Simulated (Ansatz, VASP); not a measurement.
# Two plane-wave programs on SrCd

```
Sr Cd
1.0
     3.86876    0.00000    0.00000
     0.00000    3.86876    0.00000
     0.00000    0.00000   27.83563
Sr Cd
1 1
Direct
  0.50000 0.50000 0.34391
  0.00000 0.00000 0.26681
```

Alike in both runs: functional PBE; k mesh 4 × 4 × 1; occupations gaussian, width 0.1 eV; no spin polarisation.

Ansatz relaxed the structure, and its values are those at the end. VASP's run is a single point on that final structure, the one shown.

|  | VASP | Ansatz |
| --- | --- | --- |
| version | VASP 6.6.1 | Ansatz 0.2.0 |
| potentials or method | VASP PAW PBE potentials, release 64 (Sr_sv, Cd), cutoff 520 eV | scalar-relativistic, plane waves, PAW |
| valence electrons in the cell | 22 | 30 |

|  | VASP | Ansatz | Ansatz less VASP |
| --- | --- | --- | --- |
| gap on the k mesh at the Fermi level (eV) | none | none | - |
| rms of the force components (eV/Å) | 0.019 | 0.022 | +0.0030 |

A gap of «none» marks a metal or a gap that the smearing closes. With one functional, cell and mesh, what is left measures potentials, basis and numerics. VASP's potentials hold 22 valence electrons a cell and Ansatz's 30, so a difference there can come from the potentials and not from the codes. Ansatz's warnings: slab cell height set.

The k mesh is coarse, so the values compare programs but aren't converged.
